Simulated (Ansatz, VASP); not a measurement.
## CoSi: VASP beside Ansatz

```xyz
8
Lattice="4.4293 0.0000 0.0000 0.0000 4.4293 0.0000 0.0000 0.0000 4.4293" Properties=species:S:1:pos:R:3 pbc="T T T"
Co    0.6400    0.6400    0.6400
Co    1.5746    3.7893    2.8546
Co    2.8546    1.5746    3.7893
Co    3.7893    2.8546    1.5746
Si    3.7335    3.7335    3.7335
Si    2.9104    0.6958    1.5189
Si    1.5189    2.9104    0.6958
Si    0.6958    1.5189    2.9104
```

Alike in both runs: functional PBEsol; k mesh 8 × 8 × 8; occupations gaussian, width 0.1 eV; no spin polarisation.

Ansatz relaxed the structure, and its values are those at the end. VASP's run is a single point on that final structure, the one shown.

|  | VASP | Ansatz |
| --- | --- | --- |
| version | VASP 6.6.1 | Ansatz 0.2.0 |
| potentials or method | VASP PAW PBE potentials, release 64 (Co, Si), cutoff 520 eV | scalar-relativistic, plane waves, PAW |
| valence electrons in the cell | 52 | 84 |

|  | VASP | Ansatz | Ansatz less VASP |
| --- | --- | --- | --- |
| gap on the k mesh at the Fermi level (eV) | none | none | - |
| pressure (GPa) | -6.5 | -6.7 | -0.18 |
| rms of the force components (eV/Å) | 0.005 | 0.003 | -0.0020 |

VASP's potentials were made for PBE, not for PBEsol. A gap of «none» marks a metal or a gap that the smearing closes. The functional is the same, so the differences come from potentials, cutoffs and numerics. VASP's potentials hold 52 valence electrons a cell and Ansatz's 84, so a difference there can come from the potentials and not from the codes. Ansatz's warnings: stress scf threshold loose.
